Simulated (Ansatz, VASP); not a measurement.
**BaTiO3: VASP beside Ansatz**

The input POSCAR:

```
BaTiO3
1.0
    3.9855000000      0.0000000000      0.0000000000
    0.0000000000      2.8369000000     -2.8451500000
    0.0000000000      2.8369000000      2.8451500000
Ba Ti O
1 1 3
Direct
    0.0000000000      0.0000000000      0.0000000000
    0.5000000000      0.4876000000      0.5124000000
    0.0000000000      0.5126000000      0.4874000000
    0.5000000000      0.0081600000      0.5052400000
    0.5000000000      0.4947600000      0.9918400000
```

File INCAR.step1:

```
PREC = Accurate
ENCUT = 660
ISMEAR = 0
SIGMA = 0.01
LREAL = False
LASPH = True
NELM = 200
LMAXMIX = 4
LDAU = True
LDAUTYPE = 2
LDAUL = -1 2 -1
LDAUU = 0 3 0
LDAUJ = 0 0 0
NBANDS = 28
GGA = PE
ALGO = Normal
EDIFF = 1E-5
LWAVE = True
LCHARG = False
GGA_COMPAT = False
```

The input INCAR.step2:

```
PREC = Accurate
ENCUT = 660
EDIFF = 1E-6
ISMEAR = 0
SIGMA = 0.01
LREAL = False
LASPH = True
NELM = 200
ALGO = Normal
ISIF = 2
LWAVE = False
LCHARG = False
LMAXMIX = 4
LDAU = True
LDAUTYPE = 2
LDAUL = -1 2 -1
LDAUU = 0 3 0
LDAUJ = 0 0 0
LDAUPRINT = 1
METAGGA = R2SCAN
LMIXTAU = True
NBANDS = 28
ISTART = 1
GGA_COMPAT = False
```

File KPOINTS:

```
regular mesh
0
Gamma
  6 6 6
```

Input for Ansatz:

```yaml
crystal:
  lattice:
    a: 3.9855
    b: 5.6738
    c: 5.6903
    alpha: 90.0
    beta: 90.0
    gamma: 90.0
  space_group: 38
  setting:
    hermann_mauguin: Amm2
  atoms:
    - { symbol: Ba, position: [0.0, 0.0, 0.0] }
    - { symbol: Ti, position: [0.5, 0.5, 0.0124] }
    - { symbol: O, position: [0.0, 0.5, 0.9874] }
    - { symbol: O, position: [0.5, 0.2567, 0.24854] }
  reduce_to_primitive: true
basis:
  ecutwfc: 600.0
kpoints:
  mp_grid:
    grid: [6, 6, 6]
hamiltonian:
  xc: r2scan
  hubbard:
    - { species: Ti, l: d, u_eff: 3.0 }
scf:
  occupations:
    method: fixed
output:
  eigenvalues: true
```

Alike in both runs: task single point; functional r2SCAN; k mesh 6 × 6 × 6; no spin polarisation; Hubbard terms Ti d U = 3.0 eV.

|  | VASP | Ansatz |
| --- | --- | --- |
| version | VASP 6.6.1 | Ansatz 0.2.0 |
| potentials or method | VASP PAW PBE potentials, release 64 (Ba_sv, Ti_sv, O), cutoff 660 eV | plane waves, PAW |
| occupations | gaussian, width 0.01 eV | fixed |
| valence electrons in the cell | 40 | 40 |

```csv
,VASP,Ansatz,Ansatz less VASP
gap on the k mesh at the Fermi level (eV),2.62,2.62,-0.002
```

VASP's potentials were made for PBE, not for r2SCAN. The programs project onto different local orbitals, so the same U acts differently, and such runs can settle in different states.

Spin-orbit coupling is off throughout.
